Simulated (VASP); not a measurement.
# PbSe (Cmcm) in VASP: single point with PBEsol

Aim: the single point of PbSe with PBEsol.

Program: VASP 6.6.1. These are calculated values, not measurements. Logs are shortened: lines on timing, memory, paths and dates and some standing lists are left out, and cuts for length are marked.

## Step 1: The cell of the first run

Symmetry: Cmcm, No. 63, orthorhombic system. Conventional cell: a = 4.310 Å, b = 12.268 Å, c = 4.450 Å, α = 90.00°, β = 90.00°, γ = 90.00°. Within 3.7 Å of Pb (site symmetry m2m) lie 5 Se at 2.82 to 3.10 Å. Within 3.7 Å of Se (site symmetry m2m) lie 5 Pb at 2.82 to 3.10 Å.

## Step 2: Single point, PBEsol

INCAR reads:

```
SYSTEM = PbSe
ALGO     = Normal         ! electronic algorithm
EDIFF    = 1E-6           ! SCF threshold, eV
ENCUT    = 500            ! plane-wave cutoff, eV
GGA      = PS             ! functional
GGA_COMPAT= .FALSE.      
ISIF     = 2              ! what is computed and relaxed
ISMEAR   = 0              ! smearing method
LASPH    = .TRUE.         ! aspherical terms in the spheres
LCHARG   = .FALSE.        ! write CHGCAR
LREAL    = .FALSE.        ! projectors in reciprocal space
LWAVE    = .FALSE.        ! write WAVECAR
NBANDS   = 50             ! bands
NELM     = 120            ! most SCF steps
PREC     = Accurate       ! precision mode
SIGMA    = 0.01           ! smearing width, eV
```

KPOINTS reads:

```
k-points
0
G
  2 4 4
  0 0 0
```

POSCAR reads:

```
PbSe
1.0
    4.3097540000    -12.2678940000      0.0000000000
    2.1548770000      6.1339470000      0.0000000000
    0.0000000000      0.0000000000      4.4504940000
Pb Se
4 4
Direct
    0.3158805000      0.3682390000      0.7500000000
    0.1841195000      0.6317610000      0.2500000000
    0.8158805000      0.3682390000      0.7500000000
    0.6841195000      0.6317610000      0.2500000000
    0.4306450000      0.1387100000      0.7500000000
    0.0693550000      0.8612900000      0.2500000000
    0.9306450000      0.1387100000      0.7500000000
    0.5693550000      0.8612900000      0.2500000000
```

Potentials or basis: VASP PAW PBE potentials, release 64 (Pb_d, Se).

Launch:

```console
> cat potpaw_PBE.64/Pb_d/POTCAR potpaw_PBE.64/Se/POTCAR > POTCAR
> mpirun -np 1 vasp_std > vasp.out
```

OUTCAR:

```text
SYSTEM = PbSe
   EDIFF = 1E-6
   ENCUT = 500
   GGA = PS
   ISIF = 2
   ISMEAR = 0
   LASPH = .TRUE.
   LREAL = .FALSE.
   NELM = 120
   PREC = Accurate

 ion  position               nearest neighbor table
   1  0.316  0.368  0.750-   5 2.82   8 3.10   8 3.10   6 3.10   6 3.10   2 3.92   2 3.92
   2  0.184  0.632  0.250-   6 2.82   5 3.10   5 3.10   7 3.10   7 3.10   1 3.92   1 3.92
   3  0.816  0.368  0.750-   7 2.82   6 3.10   6 3.10   8 3.10   8 3.10   4 3.92   4 3.92
   4  0.684  0.632  0.250-   8 2.82   7 3.10   5 3.10   7 3.10   5 3.10   3 3.92   3 3.92
   5  0.431  0.139  0.750-   1 2.82   4 3.10   4 3.10   2 3.10   2 3.10
   6  0.069  0.861  0.250-   2 2.82   1 3.10   1 3.10   3 3.10   3 3.10
   7  0.931  0.139  0.750-   3 2.82   2 3.10   2 3.10   4 3.10   4 3.10
   8  0.569  0.861  0.250-   4 2.82   3 3.10   1 3.10   3 3.10   1 3.10

  Warning from LATTYP: Monoclinic adjustment (A1->A3, A2->A1, A3->A2)!
  Warning from LATTYP: Got some problem with cell dimensions!
  Tried to take original basis but could not verify dimensions!
  LATTYP: Found a simple monoclinic cell.
 ALAT       =     6.5014460456
 B/A-ratio  =     0.6845390962
 C/A-ratio  =     1.3257832088
 COS(beta)  =    -0.3314458022

  Lattice vectors:

 A1 = (   2.1548770000,   6.1339470000,   0.0000000000)
 A2 = (   0.0000000000,   0.0000000000,  -4.4504940000)
 A3 = (  -8.6195080000,  -0.0000000000,   0.0000000000)

Analysis of symmetry for initial positions (statically):
=====================================================================
 Subroutine PRICEL returns following result:

  LATTYP: Found a base centered orthorhombic cell.
 ALAT       =     4.3097540000
 B/A-ratio  =     2.8465415891
 C/A-ratio  =     1.0326561562

  Lattice vectors:

 A1 = (   2.1548770000,  -6.1339470000,   0.0000000000)
 A2 = (   2.1548770000,   6.1339470000,   0.0000000000)
 A3 = (   0.0000000000,   0.0000000000,   4.4504940000)

   2 primitive cells build up your supercell.

 Routine SETGRP: Setting up the symmetry group for a
 simple monoclinic supercell.

 Subroutine GETGRP returns: Found  4 space group operations
 (whereof  2 operations were pure point group operations)
 out of a pool of  4 trial point group operations.

The static configuration has the point symmetry S_2 .
 The point group associated with its full space group is C_2h.

Analysis of symmetry for dynamics (positions and initial velocities):
=====================================================================
 Subroutine PRICEL returns following result:
[... 143 lines left out ...]
   NFREE  =      0    steps in history (QN), initial steepest desc. (CG)
   ISIF   =      2    stress and relaxation
   ISYM   =      2    0-nonsym 1-usesym 2-fastsym
   POTIM  = 0.5000    time-step for ionic-motion
   TEBEG  =    0.0;   TEEND  =   0.0 temperature during run
   PSTRESS=    0.0 pullay stress
   NELECT =      80.0000    total number of electrons
   NUPDOWN=      -1.0000    fix difference up-down
   EMIN   =  10.00;   EMAX   =-10.00  energy-range for DOS
   EFERMI =   0.00;   METHOD = LEGACY
   ISMEAR =     0;   SIGMA  =   0.01  broadening in eV -4-tet -1-fermi 0-gaus
   EFERMI_NEDOS =   21; number of points for ismear=-14 and -15
   IALGO  =     38    algorithm
   IMIX   =      4    mixing-type and parameters
     AMIX     =   0.40;   BMIX     =  1.00
     AMIX_MAG =   1.60;   BMIX_MAG =  1.00
  volume/ion in A,a.u.               =      29.41       198.49
  Fermi-wavevector in a.u.,A,eV,Ry     =   1.142601  2.159203 17.762909  1.305537
  Thomas-Fermi vector in A             =   2.279298
   LORBIT       =      0    0 simple, 1 ext, 2 COOP (PROOUT), +10 PAW based schemes
   GGA     = PS    functional components
   LHFCALC =     F    Hartree Fock is set to
   AEXX    =    0.0000 exact exchange contribution
   IVDW    =     0    specifies the selected vdW correction
   LEPSILON=     F    determine dielectric tensor
   LRPA    =     F    only Hartree local field effects (RPA)
 non-spin polarized calculation
 Gauss-broadening in eV      SIGMA  =   0.01
  energy-cutoff  :      500.00
  volume of cell :      235.30
 maximum number of plane-waves:      6004
 NGX is ok and might be reduce to    96
   NGX = 47   NGY = 23   NGZ = 17

 number of electron      79.9999992 magnetization

 Free energy of the ion-electron system (eV)
  ---------------------------------------------------
  ext. energy  EPLUGINS =         0.00000000
  ---------------------------------------------------
  free energy    TOTEN  =       -35.25878260 eV

  energy without entropy =      -35.25878260  energy(sigma->0) =      -35.25878260

 E-fermi :   4.1567     XC(G=0):  -9.6127

 val. band max:        4.0669928719   @ k =   0.0000   0.0000   0.5000
 cond. band min:       5.2137807789   @ k =  -0.0000   0.5000   0.0000
 fundamental gap:      1.1467879071
 Fermi energy:         4.1566902635

 k-point     1 :       0.0000    0.0000    0.0000
  band No.  band energies     occupation
      1     -12.2796      2.00000
      2     -12.2077      2.00000
      3     -12.2010      2.00000
      4     -12.1931      2.00000
      5     -12.1916      2.00000
      6     -12.1914      2.00000
[... 943 lines left out ...]
     49       9.1662      0.00000
     50       9.1662      0.00000

------------------------ aborting loop because EDIFF is reached ----------------------------------------

  FORCE on cell =-STRESS in cart. coord.  units (eV):
  Direction    XX          YY          ZZ          XY          YZ          ZX
  --------------------------------------------------------------------------------------
  -------------------------------------------------------------------------------------
  Total       -2.7040499     -2.6055137     -2.8986581     -0.0000628      0.0000000      0.0000000
  in kB      -18.4117285    -17.7408010    -19.7368054     -0.0004279      0.0000000      0.0000000
  external PRESSURE =     -18.6297783 kB  Pullay stress =       0.0000000 kB

 VOLUME and BASIS-vectors are now :
 -----------------------------------------------------------------------------
  energy-cutoff  :      500.00
  volume of cell :      235.30
      direct lattice vectors                 reciprocal lattice vectors
     4.309754000-12.267894000  0.000000000     0.116015903 -0.040756792  0.000000000
     2.154877000  6.133947000  0.000000000     0.232031805  0.081513583  0.000000000
     0.000000000  0.000000000  4.450494000     0.000000000  0.000000000  0.224694158

 POSITION                                       TOTAL-FORCE (eV/Angst)
 -----------------------------------------------------------------------------------
      2.15488     -1.61643      3.33787        -0.000047     -0.016086     -0.000000
      2.15488      1.61643      1.11262         0.000047      0.016086      0.000000
      4.30975     -7.75038      3.33787        -0.000047     -0.016086     -0.000000
      4.30975     -4.51752      1.11262         0.000047      0.016086      0.000000
      2.15488     -4.43227      3.33787        -0.000031      0.004472      0.000000
      2.15488      4.43227      1.11262         0.000031     -0.004472      0.000000
      4.30975    -10.56621      3.33787        -0.000031      0.004472      0.000000
      4.30975     -1.70168      1.11262         0.000031     -0.004472      0.000000
 -----------------------------------------------------------------------------------
    total drift:                                0.000000      0.000000      0.000000

  FREE ENERGIE OF THE ION-ELECTRON SYSTEM (eV)
  ---------------------------------------------------
  free  energy   TOTEN  =       -35.2587825954 eV

  energy  without entropy=      -35.2587825954  energy(sigma->0) =      -35.25878260
```

OSZICAR:

```text
N       E                     dE             d eps       ncg     rms          rms(c)
DAV:   1     0.895623567203E+03    0.89562E+03   -0.35207E+04  1800   0.163E+03
DAV:   2     0.859823341410E+02   -0.80964E+03   -0.78365E+03  1824   0.444E+02
DAV:   3    -0.288386560259E+02   -0.11482E+03   -0.10802E+03  2284   0.192E+02
DAV:   4    -0.361138723157E+02   -0.72752E+01   -0.71804E+01  2152   0.487E+01
DAV:   5    -0.364252979882E+02   -0.31143E+00   -0.31101E+00  2226   0.988E+00    0.551E+00
DAV:   6    -0.352796722425E+02    0.11456E+01   -0.19804E+00  2462   0.805E+00    0.297E+00
DAV:   7    -0.352639287921E+02    0.15743E-01   -0.65856E-01  2570   0.283E+00    0.160E+00
DAV:   8    -0.352650226320E+02   -0.10938E-02   -0.97450E-02  2416   0.226E+00    0.352E-01
DAV:   9    -0.352584522714E+02    0.65704E-02   -0.18921E-02  2442   0.104E+00    0.105E-01
DAV:  10    -0.352587443554E+02   -0.29208E-03   -0.24500E-03  2346   0.179E-01    0.558E-02
DAV:  11    -0.352587843475E+02   -0.39992E-04   -0.16407E-04  2590   0.753E-02    0.114E-02
DAV:  12    -0.352587835912E+02    0.75634E-06   -0.13780E-05  1934   0.178E-02    0.673E-03
DAV:  13    -0.352587825954E+02    0.99580E-06   -0.26542E-06  1514   0.163E-02
   1 F= -.35258783E+02 E0= -.35258783E+02  d E =-.403285E-38
```

stdout:

```text
POSCAR found type information on POSCAR PbSe
 POSCAR found :  2 types and       8 ions
 scaLAPACK will be used
 -----------------------------------------------------------------------------
|                                                                             |
|                                                                             |
|     You enforced a specific xc type in the INCAR file but a different       |
[... 22 lines left out ...]
 -----------------------------------------------------------------------------

 POSCAR, INCAR and KPOINTS ok, starting setup
 FFT: planning ... GRIDC
 FFT: planning ... GRID_SOFT
 FFT: planning ... GRID
 WAVECAR not read
 entering main loop
```

Run time: 7 min. Hardware: 1 thread of Intel Xeon Platinum 8259CL at 2.50GHz (Skylake/Cascade Lake), shared host; peak memory 0.45 GiB.

Results:

```yaml
Free_energy: -35.2588 eV
Pressure: -1.9 GPa
Largest_force: 0.016 eV/Å
Band_gap_on_the_k_mesh: 1.15 eV
```

Forces on the atoms (eV/Å):
```
Pb   0.000 -0.016  0.000
Pb   0.000  0.016  0.000
Pb   0.000 -0.016  0.000
Pb   0.000  0.016  0.000
Se   0.000  0.004  0.000
Se   0.000 -0.004  0.000
Se   0.000  0.004  0.000
Se   0.000 -0.004  0.000
```

Levels at points of the mesh, in eV from the valence-band top:
| k point | band 37 | band 38 | band 39 | band 40 | band 41 | band 42 | band 43 | band 44 |
| --- | --- | --- | --- | --- | --- | --- | --- | --- |
| (0.00, 0.00, 0.00) | -0.87 | -0.44 | -0.34 | -0.21 | 1.51 | 1.63 | 1.87 | 2.71 |
| (0.50, 0.00, 0.00) | -0.84 | -0.84 | -0.32 | -0.32 | 2.29 | 2.29 | 3.32 | 3.32 |
| (0.00, 0.50, 0.00) | -0.87 | -0.54 | -0.44 | -0.21 | 1.15 | 1.51 | 1.63 | 1.87 |
| (0.50, 0.50, 0.00) | -0.84 | -0.84 | -0.40 | -0.40 | 1.66 | 1.66 | 2.64 | 2.64 |
| (0.00, 0.00, 0.50) | -0.83 | -0.83 | 0.00 | 0.00 | 1.53 | 1.53 | 2.37 | 2.37 |
| (0.50, 0.00, 0.50) | -1.49 | -1.49 | -1.49 | -1.49 | 3.61 | 3.61 | 3.61 | 3.61 |
| (0.00, 0.50, 0.50) | -0.93 | -0.93 | -0.38 | -0.38 | 1.32 | 1.32 | 2.83 | 2.83 |
| (0.50, 0.50, 0.50) | -0.96 | -0.96 | -0.96 | -0.96 | 2.40 | 2.40 | 2.40 | 2.40 |

Caveat: the PAW data sets were made with another functional, which shifts forces and pressure a little; spin-orbit coupling is left out, which moves the levels of the heavy elements. A k mesh can miss the band edges.
